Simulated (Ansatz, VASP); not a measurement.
**One calculation of YGeF5, two programs**

```
Y Ge F
1.0
     0.00000    4.90425    4.90425
     4.90425    0.00000    4.90425
     4.90425    4.90425    0.00000
Y Ge F
1 1 5
Cartesian
  4.9043 4.9043 4.9043
  7.3564 7.3564 7.3564
  6.3570 8.3557 6.3570
  8.3557 8.3557 8.3557
  8.3557 6.3570 6.3570
  6.3570 6.3570 8.3557
  0.0000 0.0000 0.0000
```

Alike in both runs: task relaxation of cell and atoms; functional PBE; k mesh 6 × 6 × 6; occupations gaussian, width 0.01 eV; no spin polarisation.

```csv
,VASP,Ansatz
version,VASP 6.6.1,Ansatz 0.2.0
potentials or method,"VASP PAW PBE potentials, release 64 (Y_sv, Ge_d, F), cutoff 600 eV","scalar-relativistic, plane waves, PAW"
valence electrons in the cell,60,60
```

VASP gave:

```
gap on the k mesh at the Fermi level, each at its own relaxed structure (eV) : 0.07
relaxed volume (Å³/atom)                                                     : 33.80
relaxed cell length with the largest relative difference (Å)                 : 6.942
```

Task: Estimate Ansatz's values.

Result: gap on the k mesh at the Fermi level, each at its own relaxed structure (eV): 0.04; relaxed volume (Å³/atom): 34.65; relaxed cell length with the largest relative difference (Å): 7.000.
